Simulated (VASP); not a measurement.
**Co: relaxation of cell and atoms with PBE**

Crystal: Co.

```
CELL_PARAMETERS angstrom
2.32919 0.00000 0.00000
-1.16460 2.01714 0.00000
0.00000 0.00000 3.77329
ATOMIC_POSITIONS crystal
Co 0.33333 0.66667 0.25000
Co 0.66667 0.33333 0.75000
```

```yaml
Program: VASP 6.6.1
Task: relaxation of cell and atoms
Functional: PBE
Potentials_or_basis: VASP PAW PBE potentials, release 64 (Co)
Cutoff: 600 eV
k_mesh: 19 × 19 × 10
Occupations: fermi-dirac, width 0.05 eV
Spin: collinear spin, ferromagnetic start
Starting_moments: "[1.7, 1.7] μB"
Target_pressure: 70 GPa
Dipole_correction: no
Further_INCAR_settings: ALGO = Normal; EDIFF = 1e-06; IBRION = 2; EDIFFG = -0.005; NSW = 60; ISIF = 3
```

The relaxed volume is 8.82 Å³/atom, the relaxed cell is a = 2.329 Å, b = 2.329 Å, c = 3.757 Å, α = 90.00°, β = 90.00°, γ = 120.00° and the space group after relaxing (to 0.1 Å) is P6_3/mmc (No. 194). The energy change on relaxing (the run minimises the enthalpy) is +18.0 meV/atom and the ionic steps are 6. The pressure after relaxing is 70.0 GPa, the net moment is 2.84 μB per cell and the site moments are Co +1.40 μB. The valence electrons inside the program's atomic spheres are Co 8.77.

Step by step:
```tsv
step	energy change (eV)	largest force (eV/Å)	pressure (GPa)	volume (Å³)
1	0.0000	0.0000	67.38	17.73
2	0.1678	0.0000	78.02	17.36
3	0.0411	0.0000	70.35	17.63
4	0.0400	0.0000	70.17	17.63
5	0.0348	0.0000	69.89	17.65
6	0.0360	0.0000	69.98	17.64
```

Final structure:
```
CELL_PARAMETERS angstrom
2.32855 0.00000 0.00000
-1.16428 2.01659 0.00000
0.00000 0.00000 3.75734
ATOMIC_POSITIONS crystal
Co 0.33333 0.66667 0.25000
Co 0.66667 0.33333 0.75000
```

Levels at points of the mesh, in eV from the Fermi level:
Spin up:
```
           k point  band 6  band 7  band 8  band 9  band 10  band 11  band 12  band 13  band 14  band 15
(0.00, 0.00, 0.00)   -2.44   -2.44   -1.97   -1.97    -0.45    -0.45    -0.09     8.51    23.69    27.48
(0.00, 0.00, 0.50)   -2.98   -2.98   -2.98   -0.86    -0.86    -0.86    -0.86    17.66    17.66    24.61
```
Spin down:
| k point | band 5 | band 6 | band 7 | band 8 | band 9 | band 10 |
| --- | --- | --- | --- | --- | --- | --- |
| (0.00, 0.00, 0.00) | -1.45 | -0.95 | -0.95 | -0.41 | -0.41 | -0.08 |
| (0.00, 0.00, 0.50) | -1.54 | -1.54 | -1.54 | -1.54 | 0.79 | 0.79 |

It took 3.4 min on 1 thread of Intel(R) Xeon(R) 6975P-C (Granite Rapids) (shared host), peak memory 0.24 GiB.

Caveat: the cell is relaxed towards a set pressure, so the run minimises the enthalpy, not the energy.
